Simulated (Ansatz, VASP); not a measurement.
Two plane-wave programs on KMgBr3

```
CELL_PARAMETERS angstrom
5.38271 0.00000 0.00000
0.00000 5.38271 0.00000
0.00000 0.00000 5.25505
ATOMIC_POSITIONS crystal
K 0.00000 0.00000 0.00000
Mg 0.50000 0.50000 0.50000
Br 0.50000 0.50000 0.00000
Br 0.50000 0.00000 0.50000
Br 0.00000 0.50000 0.50000
```

Change from the starting cell: epitaxial_xy strain +1.5%.

Alike in both runs: task single point; functional r2SCAN; k mesh 6 × 6 × 6; no spin polarisation.

```csv
,VASP,Ansatz
version,VASP 6.6.1,Ansatz 0.2.0
potentials or method,"VASP PAW PBE potentials, release 64 (K_sv, Mg, Br)","plane waves, PAW"
plane-wave cutoff (eV),520,500
occupations,"gaussian, width 0.01 eV",fixed
valence electrons in the cell,32,40
```

Ansatz gave:

| Property | Result |
| --- | --- |
| gap on the k mesh at the Fermi level (eV) | 3.52 |
| pressure (GPa) | -0.5 |
| traceless stress, the component that is largest in VASP (GPa) | 0.52 |

Q: Which values does VASP return?

A: gap on the k mesh at the Fermi level (eV): 3.48; pressure (GPa): -0.7; traceless stress, the component that is largest in VASP (GPa): 0.51.

VASP's potentials were made for PBE, not for r2SCAN. VASP's potentials hold 32 valence electrons a cell and Ansatz's 40, so a difference there can come from the potentials and not from the codes.
